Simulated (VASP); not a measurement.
# In15P16 (a cell with a defect) in VASP: single point with PBE

Aim: the single point of In15P16 (a cell with a defect) with PBE.

Program: VASP 6.6.1. These are calculated values, not measurements. Logs are shortened: lines on timing, memory, paths and dates and some standing lists are left out, and cuts for length are marked.

**1. The cell of the first run**

The cell holds a defect, 31 atoms: a = 10.323 Å, b = 10.323 Å, c = 10.323 Å, α = 109.47°, β = 109.47°, γ = 109.47°.

**2. Single point, PBE, collinear spin (atoms taken out, then relaxed in part)**

Input file INCAR:

```
SYSTEM = In15P16
  PREC = Accurate
  ENCUT = 400
  EDIFF = 1E-6
  ISMEAR = 0
  SIGMA = 0.02
  LREAL = Auto
  LASPH = .TRUE.
  NELM = 200
  ALGO = Normal
  ISIF = 2
  LWAVE = .FALSE.
  LCHARG = .FALSE.
  ISPIN = 2
  MAGMOM = 0 0 0 0 0 0 0 0 0 0 0 0 0 0 0 0.5 0 0 0.5 0 0.5 0 0 0 0 0 0 0.5 0 0 0
  LORBIT = 11
  GGA = PE
  NELECT = 276.0
  NBANDS = 162
  GGA_COMPAT = .FALSE.
  KPAR = 2
  NCORE = 2
```

Input file KPOINTS:

```
Automatic mesh
0
Gamma
  2 2 2
  0.5 0.5 0.5
```

Input file POSCAR:

```
In15P16
1.0
   -5.9597880289      5.9597880289      5.9597880289
    5.9597880289     -5.9597880289      5.9597880289
    5.9597880289      5.9597880289     -5.9597880289
In P
15 16
Direct
    0.5000000000      0.7435939553      0.7505521647
    0.5000000000      0.0000000000      0.5000000000
    0.7435939553      0.2505521647      0.0000000000
    0.5000000000      0.2505521647      0.2435939553
    0.7435939553      0.5000000000      0.7505521647
    0.7494478353      0.7494478353      0.4930417906
    0.0000000000      0.0000000000      0.0000000000
    0.7494478353     -0.0069582094      0.2494478353
    0.0069582094      0.2564060447      0.7564060447
    0.0000000000      0.5000000000      0.5000000000
    0.2505521647      0.7435939553      0.0000000000
   -0.0069582094      0.7494478353      0.2494478353
    0.2564060447      0.0069582094      0.7564060447
    0.2564060447      0.2564060447      0.5069582094
    0.2505521647      0.5000000000      0.2435939553
    0.2641842738      0.5000000000      0.0000000000
    0.2511862414      0.7509678848      0.7511862414
    0.2490321152      0.0002183567      0.5002183567
    0.5000000000      0.2641842738      0.0000000000
    0.2511862414      0.2511862414      0.2509678848
    0.5000000000      0.5000000000      0.7641842738
    0.5000000000      0.7488137586      0.4997816433
    0.7488137586     -0.0002183567      0.0000000000
    0.5000000000     -0.0002183567      0.2488137586
    0.7509678848      0.2511862414      0.7511862414
    0.7488137586      0.5000000000      0.4997816433
   -0.0002183567      0.7488137586      0.0000000000
    0.7358157262      0.7358157262      0.2358157262
    0.0002183567      0.0002183567      0.7490321152
    0.0002183567      0.2490321152      0.5002183567
   -0.0002183567      0.5000000000      0.2488137586
```

Potentials or basis: VASP PAW PBE potentials, release 64 (In_d, P).

Command:

```sh
> cat potpaw_PBE.64/In_d/POTCAR potpaw_PBE.64/P/POTCAR > POTCAR
> mpirun -np 4 vasp_std > vasp.out
```

OUTCAR:

```text
SYSTEM = In15P16
   PREC = Accurate
   ENCUT = 400
   EDIFF = 1E-6
   ISMEAR = 0
   LREAL = Auto
   LASPH = .TRUE.
   NELM = 200
   ISIF = 2
   ISPIN = 2
   LORBIT = 11
   GGA = PE
   NELECT = 276.0

 ion  position               nearest neighbor table
   1  0.500  0.744  0.751-  21 2.56  23 2.60  17 2.60  22 2.61
   2  0.500  0.000  0.500-  22 2.59  24 2.59  25 2.59  18 2.59
   3  0.744  0.251  0.000-  19 2.56  31 2.60  25 2.60  23 2.61
   4  0.500  0.251  0.244-  19 2.56  26 2.60  20 2.60  24 2.61
   5  0.744  0.500  0.751-  21 2.56  27 2.60  25 2.60  26 2.61
   6  0.749  0.749  0.493-  28 2.56  26 2.60  22 2.60  29 2.61
   7  0.000  0.000  0.000-  23 2.59  27 2.59  20 2.59  29 2.59
   8  0.749  0.993  0.249-  28 2.56  24 2.60  23 2.60  30 2.61
   9  0.007  0.256  0.756-  16 2.56  29 2.60  30 2.60  25 2.61
  10  0.000  0.500  0.500-  26 2.59  31 2.59  17 2.59  30 2.59
  11  0.251  0.744  0.000-  16 2.56  24 2.60  17 2.60  27 2.61
  12  0.993  0.749  0.249-  28 2.56  27 2.60  31 2.60  18 2.61
  13  0.256  0.007  0.756-  19 2.56  18 2.60  29 2.60  17 2.61
  14  0.256  0.256  0.507-  21 2.56  18 2.60  30 2.60  20 2.61
  15  0.251  0.500  0.244-  16 2.56  22 2.60  20 2.60  31 2.61
  16  0.264  0.500  0.000-   9 2.56  11 2.56  15 2.56
  17  0.251  0.751  0.751-  10 2.59   1 2.60  11 2.60  13 2.61
  18  0.249  0.000  0.500-   2 2.59  13 2.60  14 2.60  12 2.61
  19  0.500  0.264  0.000-   3 2.56   4 2.56  13 2.56
  20  0.251  0.251  0.251-   7 2.59   4 2.60  15 2.60  14 2.61
  21  0.500  0.500  0.764-   1 2.56   5 2.56  14 2.56
  22  0.500  0.749  0.500-   2 2.59   6 2.60  15 2.60   1 2.61
  23  0.749  1.000  0.000-   7 2.59   1 2.60   8 2.60   3 2.61
  24  0.500  1.000  0.249-   2 2.59   8 2.60  11 2.60   4 2.61
  25  0.751  0.251  0.751-   2 2.59   3 2.60   5 2.60   9 2.61
  26  0.749  0.500  0.500-  10 2.59   6 2.60   4 2.60   5 2.61
  27  1.000  0.749  0.000-   7 2.59   5 2.60  12 2.60  11 2.61
  28  0.736  0.736  0.236-   6 2.56   8 2.56  12 2.56
  29  0.000  0.000  0.749-   7 2.59   9 2.60  13 2.60   6 2.61
  30  0.000  0.249  0.500-  10 2.59   9 2.60  14 2.60   8 2.61
  31  1.000  0.500  0.249-  10 2.59   3 2.60  12 2.60  15 2.61

  LATTYP: Found a body centered cubic cell.
 ALAT       =    11.9195760578

  Lattice vectors:

 A1 = (  -5.9597880289,   5.9597880289,   5.9597880289)
 A2 = (   5.9597880289,  -5.9597880289,   5.9597880289)
 A3 = (   5.9597880289,   5.9597880289,  -5.9597880289)

Analysis of symmetry for initial positions (statically):
=====================================================================
 Subroutine PRICEL returns:
 Original cell was already a primitive cell.

 Routine SETGRP: Setting up the symmetry group for a
 body centered cubic supercell.

[... 215 lines left out ...]
  free energy    TOTEN  =      -123.46018664 eV

  energy without entropy =     -123.45488650  energy(sigma->0) =     -123.45753657

 E-fermi :   4.2895     XC(G=0):  -8.9408

 val. band max:        4.0505365896   @ k =   0.2500   0.2500   0.2500
 cond. band min:       4.3032223408   @ k =  -0.2500   0.2500   0.2500
 fundamental gap:      0.2526857512
 Fermi energy:         4.2895410093

 spin component 1

 k-point     1 :       0.2500    0.2500    0.2500
  band No.  band energies     occupation
      1      -9.9596      1.00000
      2      -9.9596      1.00000
      3      -9.9596      1.00000
      4      -9.9578      1.00000
      5      -9.9578      1.00000
      6      -9.9568      1.00000
[... 295 lines left out ...]
    149       7.2140      0.00000
    150       7.2726      0.00000
 Fermi energy:         4.2895410093

 spin component 2

 k-point     1 :       0.2500    0.2500    0.2500
  band No.  band energies     occupation
      1      -9.9552      1.00000
      2      -9.9552      1.00000
      3      -9.9552      1.00000
      4      -9.9544      1.00000
      5      -9.9544      1.00000
      6      -9.9519      1.00000
[... 295 lines left out ...]
    149       7.2457      0.00000
    150       7.3144      0.00000
 [bands above 150 left out]

------------------------ aborting loop because EDIFF is reached ----------------------------------------

  FORCE on cell =-STRESS in cart. coord.  units (eV):
  Direction    XX          YY          ZZ          XY          YZ          ZX
  --------------------------------------------------------------------------------------
  -------------------------------------------------------------------------------------
  Total        4.2954353      4.2954353      4.2954353      0.0000000     -0.0000000     -0.0000000
  in kB        8.1276563      8.1276563      8.1276563      0.0000000     -0.0000000     -0.0000000
  external PRESSURE =       8.1276563 kB  Pullay stress =       0.0000000 kB

 VOLUME and BASIS-vectors are now :
 -----------------------------------------------------------------------------
  energy-cutoff  :      400.00
  volume of cell :      846.74
      direct lattice vectors                 reciprocal lattice vectors
    -5.959788029  5.959788029  5.959788029     0.000000000  0.083895601  0.083895601
     5.959788029 -5.959788029  5.959788029     0.083895601  0.000000000  0.083895601
     5.959788029  5.959788029 -5.959788029     0.083895601  0.083895601  0.000000000

 POSITION                                       TOTAL-FORCE (eV/Angst)
 -----------------------------------------------------------------------------------
      5.92490      3.02136      2.93842        -0.004680     -0.001723      0.001723
      0.00000      5.95979      0.00000        -0.000000     -0.000000     -0.000000
     -2.93842      2.93842      5.92490        -0.001723      0.001723     -0.004680
     -0.03489      2.93842      3.02136        -0.004680      0.001723     -0.001723
      3.02136      5.92490      2.93842        -0.001723     -0.004680      0.001723
      2.93842      2.93842      5.99468         0.001723      0.001723      0.004680
[... 23 lines left out ...]
      4.46407      1.49832     -1.49572        -0.002963     -0.008395     -0.002963
     -1.49572      4.46147      7.45550        -0.002963      0.008395      0.002963
 -----------------------------------------------------------------------------------
    total drift:                               -0.000090     -0.000090     -0.000131

  FREE ENERGIE OF THE ION-ELECTRON SYSTEM (eV)
  ---------------------------------------------------
  free  energy   TOTEN  =      -123.4601866405 eV

  energy  without entropy=     -123.4548865011  energy(sigma->0) =     -123.45753657

 total charge

# of ion       s       p       d       tot
------------------------------------------
    1        0.833   0.711   9.891  11.435
    2        0.833   0.711   9.891  11.436
    3        0.833   0.711   9.891  11.435
    4        0.833   0.711   9.891  11.435
    5        0.833   0.711   9.891  11.435
    6        0.833   0.711   9.891  11.435
[... 23 lines left out ...]
   30        1.040   1.460   0.000   2.500
   31        1.040   1.460   0.000   2.500
--------------------------------------------------
tot         29.263  33.744 148.365 211.373

 magnetization (x)

# of ion       s       p       d       tot
------------------------------------------
    1       -0.002   0.004   0.004   0.006
    2       -0.002   0.006   0.002   0.006
    3       -0.002   0.004   0.004   0.006
    4       -0.002   0.004   0.004   0.006
    5       -0.002   0.004   0.004   0.006
    6       -0.002   0.004   0.004   0.006
[... 23 lines left out ...]
   30        0.000   0.022   0.000   0.022
   31        0.000   0.022   0.000   0.022
--------------------------------------------------
tot          0.023   0.914   0.052   0.989
```

OSZICAR:

```text
N       E                     dE             d eps       ncg     rms          rms(c)
DAV:   1     0.278130755897E+04    0.27813E+04   -0.10136E+05  1296   0.160E+03
DAV:   2     0.355096244103E+03   -0.24262E+04   -0.23745E+04  1296   0.453E+02
DAV:   3    -0.874742895858E+02   -0.44257E+03   -0.42249E+03  1462   0.212E+02
DAV:   4    -0.127709134506E+03   -0.40235E+02   -0.39537E+02  1568   0.601E+01
DAV:   5    -0.129270938322E+03   -0.15618E+01   -0.15549E+01  1824   0.112E+01    0.222E+01
DAV:   6    -0.123680104861E+03    0.55908E+01   -0.13681E+01  1672   0.173E+01    0.120E+01
DAV:   7    -0.123469416772E+03    0.21069E+00   -0.53014E+00  1984   0.531E+00    0.449E+00
DAV:   8    -0.123442039354E+03    0.27377E-01   -0.56750E-01  1752   0.331E+00    0.309E+00
DAV:   9    -0.123452196778E+03   -0.10157E-01   -0.43934E-02  1752   0.588E-01    0.151E+00
DAV:  10    -0.123457607103E+03   -0.54103E-02   -0.24339E-02  1696   0.759E-01    0.463E-01
DAV:  11    -0.123459092385E+03   -0.14853E-02   -0.53844E-03  1584   0.338E-01    0.220E-01
DAV:  12    -0.123459886945E+03   -0.79456E-03   -0.19535E-03  1672   0.153E-01    0.108E-01
DAV:  13    -0.123460137218E+03   -0.25027E-03   -0.31385E-04  1552   0.458E-02    0.577E-02
DAV:  14    -0.123460183846E+03   -0.46628E-04   -0.10940E-04  1592   0.251E-02    0.157E-02
DAV:  15    -0.123460186614E+03   -0.27677E-05   -0.91669E-06  1304   0.103E-02    0.678E-03
DAV:  16    -0.123460186640E+03   -0.26434E-07   -0.31715E-06  1086   0.463E-03
   1 F= -.12346019E+03 E0= -.12345754E+03  d E =-.530014E-02  mag=     2.0000
```

Run time: 3.7 min. Hardware: 4 MPI ranks of AMD EPYC 7R13 (Zen 3), shared host; peak memory 0.61 GiB.

Results:

```
Free energy                                           : -123.4602 eV
Largest force                                         : 0.009 eV/Å
Net moment                                            : 2.00 μB per cell
Site moments                                          : In +0.01; P +0.16, +0.02 (each value once) μB
Valence electrons inside the program's atomic spheres : In 11.44; P 2.46, 2.50 (each value once)
```

Forces in eV/Å, atoms in the order of the input:
```
In  -0.005 -0.002  0.002
In   0.000  0.000  0.000
In  -0.002  0.002 -0.005
In  -0.005  0.002 -0.002
In  -0.002 -0.005  0.002
In   0.002  0.002  0.005
In   0.000  0.000  0.000
In   0.002  0.005  0.002
In   0.005 -0.002 -0.002
In   0.000  0.000  0.000
In   0.002 -0.002 -0.005
In   0.005  0.002  0.002
In  -0.002  0.005 -0.002
In  -0.002 -0.002  0.005
In   0.002 -0.005 -0.002
P   -0.001  0.001  0.001
P    0.003 -0.008  0.003
P   -0.008 -0.003 -0.003
P    0.001 -0.001  0.001
P    0.003  0.003 -0.008
P    0.001  0.001 -0.001
P    0.008  0.003 -0.003
P    0.003 -0.003  0.008
P    0.008 -0.003  0.003
P   -0.008  0.003  0.003
P    0.003  0.008 -0.003
P   -0.003  0.003  0.008
P   -0.001 -0.001 -0.001
P   -0.003 -0.003 -0.008
P   -0.003 -0.008 -0.003
P   -0.003  0.008  0.003
```

Levels at points of the mesh, in eV from the Fermi level:
Spin up:
```csv
k point,band 136,band 137,band 138,band 139,band 140,band 141,band 142,band 143
"(0.25, 0.25, 0.25)",-0.52,-0.24,-0.24,-0.24,1.67,1.67,1.67,1.94
```
Spin down:
| k point | band 132 | band 133 | band 134 | band 135 | band 136 | band 137 | band 138 | band 139 | band 140 | band 141 |
| --- | --- | --- | --- | --- | --- | --- | --- | --- | --- | --- |
| (0.25, 0.25, 0.25) | -0.48 | -0.48 | -0.48 | -0.48 | -0.48 | 0.08 | 0.08 | 0.08 | 1.72 | 1.72 |

Caveat: the k points lie up to 0.37 Å⁻¹ apart; the cell carries a net charge on a neutralising background, which shifts energy and pressure; the cell differs from its parent crystal (atoms taken out, then relaxed in part); the cell is charged against a uniform background, so pressure and absolute levels hang on convention; spin-orbit coupling is left out, which moves the levels of the heavy elements.
